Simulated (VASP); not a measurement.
# Al3GaAs4 (P-4m2) in VASP: further runs

Al3GaAs4 is run at these levels: PBE; tasks: single point.

All numbers are computed with VASP 6.6.1; they aren't measurements. Logs are shortened: lines on timing, memory, paths and dates and some standing lists are left out, and cuts for length are marked.

**1. The cell of the first run**

Symmetry: P-4m2, No. 115, tetragonal system. The conventional cell has a = 4.055 Å, b = 4.055 Å, c = 11.456 Å, α = 90.00°, β = 90.00°, γ = 90.00°. Al (site symmetry 2mm) has 4 As at 2.48 Å within 3.3 Å. Within 3.3 Å of Al (site symmetry -4m2) lie 4 As at 2.48 Å. Within 3.3 Å of Ga (site symmetry -4m2) lie 4 As at 2.49 Å. As (site symmetry 2mm) has 2 Al at 2.48 Å and 2 Ga at 2.49 Å within 3.3 Å. As (site symmetry 2mm) has 4 Al at 2.48 Å within 3.3 Å.

**2. Single point, PBE**

Input file INCAR:

```
PREC     = Accurate       # precision mode
ENCUT    = 520            # plane-wave cutoff, eV
EDIFF    = 1E-6           # SCF threshold, eV
ISMEAR   = 0              # smearing method
SIGMA    = 0.1            # smearing width, eV
LREAL    = False          # projectors in reciprocal space
LASPH    = True           # aspherical terms in the spheres
NELM     = 100            # most SCF steps
ALGO     = Normal         # electronic algorithm
ISIF     = 2              # what is computed and relaxed
LWAVE    = False          # write WAVECAR
LCHARG   = False          # write CHGCAR
GGA      = PE             # functional
NBANDS   = 31             # bands
```

Input file KPOINTS:

```
Automatic mesh
0
Gamma
  4 4 2
```

Input file POSCAR:

```
Al3GaAs4
1.0
    4.0554811000      0.0000000000      0.0000000000
    0.0000000000      4.0554811000      0.0000000000
    0.0000000000      0.0000000000     11.4558324000
Al Ga As
3 1 4
Direct
    0.0000000000      0.0000000000      0.7497630000
    0.0000000000      0.0000000000      0.2502370000
    0.5000000000      0.5000000000      0.5000000000
    0.5000000000      0.5000000000      0.0000000000
    0.5000000000      0.0000000000      0.8741310000
    0.0000000000      0.5000000000      0.1258690000
    0.5000000000      0.0000000000      0.3751050000
    0.0000000000      0.5000000000      0.6248950000
```

Potentials or basis: VASP PAW PBE potentials, release 64 (Al, Ga_d, As).

On the command line:

```bash
> cat potpaw_PBE.64/Al/POTCAR potpaw_PBE.64/Ga_d/POTCAR potpaw_PBE.64/As/POTCAR > POTCAR
> mpirun -np 1 vasp_std > vasp.out
```

OUTCAR:

```text
PREC = Accurate
   ENCUT = 520
   EDIFF = 1E-6
   ISMEAR = 0
   LREAL = False
   LASPH = True
   NELM = 100
   ISIF = 2
   GGA = PE

 ion  position               nearest neighbor table
   1  0.000  0.000  0.750-   5 2.48   5 2.48   8 2.48   8 2.48
   2  0.000  0.000  0.250-   6 2.48   6 2.48   7 2.48   7 2.48
   3  0.500  0.500  0.500-   7 2.48   8 2.48   7 2.48   8 2.48
   4  0.500  0.500  0.000-   5 2.49   6 2.49   5 2.49   6 2.49
   5  0.500  0.000  0.874-   1 2.48   1 2.48   4 2.49   4 2.49
   6  0.000  0.500  0.126-   2 2.48   2 2.48   4 2.49   4 2.49
   7  0.500  0.000  0.375-   2 2.48   2 2.48   3 2.48   3 2.48
   8  0.000  0.500  0.625-   1 2.48   1 2.48   3 2.48   3 2.48

  LATTYP: Found a simple tetragonal cell.
 ALAT       =     4.0554811000
 C/A-ratio  =     2.8247776571

  Lattice vectors:

 A1 = (   4.0554811000,   0.0000000000,   0.0000000000)
 A2 = (   0.0000000000,   4.0554811000,   0.0000000000)
 A3 = (   0.0000000000,   0.0000000000,  11.4558324000)

Analysis of symmetry for initial positions (statically):
=====================================================================
 Subroutine PRICEL returns:
 Original cell was already a primitive cell.

 Routine SETGRP: Setting up the symmetry group for a
 simple tetragonal supercell.

 Subroutine GETGRP returns: Found  8 space group operations
 (whereof  8 operations were pure point group operations)
 out of a pool of 16 trial point group operations.

The static configuration has the point symmetry D_2d.

Analysis of symmetry for dynamics (positions and initial velocities):
=====================================================================
 Subroutine PRICEL returns:
 Original cell was already a primitive cell.

 Routine SETGRP: Setting up the symmetry group for a
 simple tetragonal supercell.

 Subroutine GETGRP returns: Found  8 space group operations
 (whereof  8 operations were pure point group operations)
 out of a pool of 16 trial point group operations.

The dynamic configuration has the point symmetry D_2d.

 Subroutine INISYM returns: Found  8 space group operations
 (whereof  8 operations are pure point group operations),
 and found     1 'primitive' translations

----------------------------------------------------------------------------------------

                                     Primitive cell

  volume of cell :     188.4132

  direct lattice vectors                    reciprocal lattice vectors
     4.055481100  0.000000000  0.000000000     0.246579869  0.000000000  0.000000000
     0.000000000  4.055481100  0.000000000     0.000000000  0.246579869  0.000000000
     0.000000000  0.000000000 11.455832400     0.000000000  0.000000000  0.087291780

  length of vectors
     4.055481100  4.055481100 11.455832400     0.246579869  0.246579869  0.087291780

  position of ions in fractional coordinates (direct lattice)
     0.000000000  0.000000000  0.749763000
     0.000000000  0.000000000  0.250237000
     0.500000000  0.500000000  0.500000000
     0.500000000  0.500000000  0.000000000
     0.500000000  0.000000000  0.874131000
     0.000000000  0.500000000  0.125869000
     0.500000000  0.000000000  0.375105000
     0.000000000  0.500000000  0.624895000

  ion indices of the primitive-cell ions
   primitive index   ion index
                 1           1
                 2           2
                 3           3
                 4           4
                 5           5
                 6           6
                 7           7
                 8           8

----------------------------------------------------------------------------------------

 KPOINTS: Automatic mesh

Automatic generation of k-mesh.
 Grid dimensions read from file:
 generate k-points for:    4    4    2

 Generating k-lattice:

  Cartesian coordinates                     Fractional coordinates (reciprocal lattice)
     0.061644967  0.000000000  0.000000000     0.250000000  0.000000000  0.000000000
     0.000000000  0.061644967  0.000000000     0.000000000  0.250000000  0.000000000
     0.000000000  0.000000000  0.043645890     0.000000000  0.000000000  0.500000000

  Length of vectors
     0.061644967  0.061644967  0.043645890

  Shift w.r.t. Gamma in fractional coordinates (k-lattice)
     0.000000000  0.000000000  0.000000000

 Subroutine IBZKPT returns following result:
 ===========================================

 Found     12 irreducible k-points:

 Following reciprocal coordinates:
            Coordinates               Weight
  0.000000  0.000000  0.000000      1.000000
  0.250000  0.000000  0.000000      4.000000
  0.500000  0.000000  0.000000      2.000000
  0.250000  0.250000  0.000000      4.000000
  0.500000  0.250000  0.000000      4.000000
  0.500000  0.500000  0.000000      1.000000
  0.000000  0.000000  0.500000      1.000000
  0.250000  0.000000  0.500000      4.000000
  0.500000  0.000000  0.500000      2.000000
  0.250000  0.250000  0.500000      4.000000
  0.500000  0.250000  0.500000      4.000000
  0.500000  0.500000  0.500000      1.000000
   k-points           NKPTS =     12   k-points in BZ     NKDIM =     12   number of bands    NBANDS=     31
   number of dos      NEDOS =    301   number of ions     NIONS =      8
   total plane-waves  NPLWV =  81000
   dimension x,y,z NGX =    30 NGY =   30 NGZ =   90
   dimension x,y,z NGXF=    60 NGYF=   60 NGZF=  180
   ions per type =               3   1   4
   NGX,Y,Z   is equivalent  to a cutoff of  12.30, 12.30, 13.06 a.u.
   NGXF,Y,Z  is equivalent  to a cutoff of  24.60, 24.60, 26.12 a.u.
 SYSTEM =  unknown system
   PREC   = accura    normal or accurate (medium, high low for compatibility)
   ISTART =      0    job   : 0-new  1-cont  2-samecut
   ICHARG =      2    charge: 1-file 2-atom 10-const
   ISPIN  =      1    spin polarized calculation?
   LNONCOLLINEAR =      F non collinear calculations
   LSORBIT =      F    spin-orbit coupling
   LASPH  =      T    aspherical Exc in radial PAW
   ENCUT  =  520.0 eV  38.22 Ry    6.18 a.u.   7.54  7.54 21.30*2*pi/ulx,y,z
   NELM   =    100;   NELMIN=  2; NELMDL= -5     # of ELM steps
   EDIFF  = 0.1E-05   stopping-criterion for ELM
   LREAL  =      F    real-space projection
   EDIFFG = 0.1E-04   stopping-criterion for IOM
   NSW    =      0    number of steps for IOM
   IBRION =     -1    ionic relax: 0-MD 1-quasi-New 2-CG
   NFREE  =      0    steps in history (QN), initial steepest desc. (CG)
   ISIF   =      2    stress and relaxation
   ISYM   =      2    0-nonsym 1-usesym 2-fastsym
   POTIM  = 0.5000    time-step for ionic-motion
   TEBEG  =    0.0;   TEEND  =   0.0 temperature during run
   PSTRESS=    0.0 pullay stress
   NELECT =      42.0000    total number of electrons
   NUPDOWN=      -1.0000    fix difference up-down
   EMIN   =  10.00;   EMAX   =-10.00  energy-range for DOS
   EFERMI =   0.00;   METHOD = LEGACY
   ISMEAR =     0;   SIGMA  =   0.10  broadening in eV -4-tet -1-fermi 0-gaus
   EFERMI_NEDOS =   21; number of points for ismear=-14 and -15
   IALGO  =     38    algorithm
   IMIX   =      4    mixing-type and parameters
     AMIX     =   0.40;   BMIX     =  1.00
     AMIX_MAG =   1.60;   BMIX_MAG =  1.00
  volume/ion in A,a.u.               =      23.55       158.93
  Fermi-wavevector in a.u.,A,eV,Ry     =   0.992630  1.875799 13.406019  0.985315
  Thomas-Fermi vector in A             =   2.124455
   LORBIT       =      0    0 simple, 1 ext, 2 COOP (PROOUT), +10 PAW based schemes
   GGA     = PE    functional components
   LHFCALC =     F    Hartree Fock is set to
   AEXX    =    0.0000 exact exchange contribution
   IVDW    =     0    specifies the selected vdW correction
   LEPSILON=     F    determine dielectric tensor
   LRPA    =     F    only Hartree local field effects (RPA)
 non-spin polarized calculation
 Gauss-broadening in eV      SIGMA  =   0.10
  energy-cutoff  :      520.00
  volume of cell :      188.41
 maximum number of plane-waves:      5122
   NGX = 15   NGY = 15   NGZ = 43

 number of electron      42.0000027 magnetization

 Free energy of the ion-electron system (eV)
  ---------------------------------------------------
  ext. energy  EPLUGINS =         0.00000000
  ---------------------------------------------------
  free energy    TOTEN  =       -36.25254669 eV

  energy without entropy =      -36.25254669  energy(sigma->0) =      -36.25254669

 E-fermi :   4.0885     XC(G=0):  -9.0142

 val. band max:        3.5837385862   @ k =   0.0000   0.0000   0.0000
 cond. band min:       4.8499752337   @ k =   0.0000   0.0000   0.0000
 fundamental gap:      1.2662366475
 Fermi energy:         4.0885115490

 k-point     1 :       0.0000    0.0000    0.0000
  band No.  band energies     occupation
      1     -10.9198      2.00000
      2     -10.8569      2.00000
      3     -10.8569      2.00000
      4     -10.8216      2.00000
      5     -10.7991      2.00000
      6      -8.2828      2.00000
[... 23 lines left out ...]
     30       7.6623      0.00000
     31       7.6630      0.00000

 k-point     2 :       0.2500    0.0000    0.0000
  band No.  band energies     occupation
      1     -10.9120      2.00000
      2     -10.8721      2.00000
      3     -10.8561      2.00000
      4     -10.8171      2.00000
      5     -10.8030      2.00000
      6      -7.8848      2.00000
[... 23 lines left out ...]
     30       8.3990      0.00000
     31       9.0418      0.00000

 k-point     3 :       0.5000    0.0000    0.0000
  band No.  band energies     occupation
      1     -10.9101      2.00000
      2     -10.8813      2.00000
      3     -10.8553      2.00000
      4     -10.8121      2.00000
      5     -10.8069      2.00000
      6      -7.0076      2.00000
[... 295 lines left out ...]
     30       9.6329      0.00000
     31       9.7318      0.00000

 k-point    12 :       0.5000    0.5000    0.5000
  band No.  band energies     occupation
      1     -10.9042      2.00000
      2     -10.9042      2.00000
      3     -10.8311      2.00000
      4     -10.8172      2.00000
      5     -10.8085      2.00000
      6      -6.3314      2.00000
[... 23 lines left out ...]
     30      11.3978      0.00000
     31      11.4010      0.00000

------------------------ aborting loop because EDIFF is reached ----------------------------------------

  FORCE on cell =-STRESS in cart. coord.  units (eV):
  Direction    XX          YY          ZZ          XY          YZ          ZX
  --------------------------------------------------------------------------------------
  -------------------------------------------------------------------------------------
  Total        0.5792877      0.5792877     -0.3719022      0.0000000      0.0000000      0.0000000
  in kB        4.9259893      4.9259893     -3.1624812      0.0000000      0.0000000      0.0000000
  external PRESSURE =       2.2298325 kB  Pullay stress =       0.0000000 kB

 VOLUME and BASIS-vectors are now :
 -----------------------------------------------------------------------------
  energy-cutoff  :      520.00
  volume of cell :      188.41
      direct lattice vectors                 reciprocal lattice vectors
     4.055481100  0.000000000  0.000000000     0.246579869  0.000000000  0.000000000
     0.000000000  4.055481100  0.000000000     0.000000000  0.246579869  0.000000000
     0.000000000  0.000000000 11.455832400     0.000000000  0.000000000  0.087291780

 POSITION                                       TOTAL-FORCE (eV/Angst)
 -----------------------------------------------------------------------------------
      0.00000      0.00000      8.58916        -0.000000     -0.000000      0.005554
      0.00000      0.00000      2.86667         0.000000     -0.000000     -0.005554
      2.02774      2.02774      5.72792        -0.000000     -0.000000      0.000000
      2.02774      2.02774      0.00000        -0.000000      0.000000      0.000000
      2.02774      0.00000     10.01390        -0.000000     -0.000000     -0.018785
      0.00000      2.02774      1.44193        -0.000000     -0.000000      0.018785
      2.02774      0.00000      4.29714        -0.000000     -0.000000     -0.002235
      0.00000      2.02774      7.15869        -0.000000     -0.000000      0.002235
 -----------------------------------------------------------------------------------
    total drift:                                0.000000      0.000000      0.000000

  FREE ENERGIE OF THE ION-ELECTRON SYSTEM (eV)
  ---------------------------------------------------
  free  energy   TOTEN  =       -36.2525466913 eV

  energy  without entropy=      -36.2525466913  energy(sigma->0) =      -36.25254669
```

Wall time 50 s (1 thread of Intel Xeon 6975P-C (Granite Rapids), shared host); peak memory 0.28 GiB.

Results:

```
Free energy            : -36.2525 eV
Pressure               : 0.2 GPa
Largest force          : 0.019 eV/Å
Band gap on the k mesh : 1.27 eV, direct
```

Forces on the atoms (eV/Å):
```
Al   0.000  0.000  0.006
Al   0.000  0.000 -0.006
Al   0.000  0.000  0.000
Ga   0.000  0.000  0.000
As   0.000  0.000 -0.019
As   0.000  0.000  0.019
As   0.000  0.000 -0.002
As   0.000  0.000  0.002
```

Levels at points of the mesh, in eV from the valence-band top:
```tsv
k point	band 19	band 20	band 21	band 22	band 23	band 24
(0.00, 0.00, 0.00)	-0.02	0.00	0.00	1.27	1.50	2.15
(0.50, 0.00, 0.00)	-0.89	-0.85	-0.80	1.43	1.95	3.12
(0.50, 0.50, 0.00)	-2.21	-2.21	-2.20	1.49	1.49	1.86
(0.00, 0.00, 0.50)	-0.60	-0.43	-0.43	1.58	1.85	2.35
(0.50, 0.00, 0.50)	-0.96	-0.92	-0.81	2.21	2.77	2.77
(0.50, 0.50, 0.50)	-2.55	-2.55	-2.55	2.40	2.40	2.66
```

A k mesh can miss the band edges. PBE gaps usually lie below the measured ones, often by a third to a half.

[end of part 1 of 3]
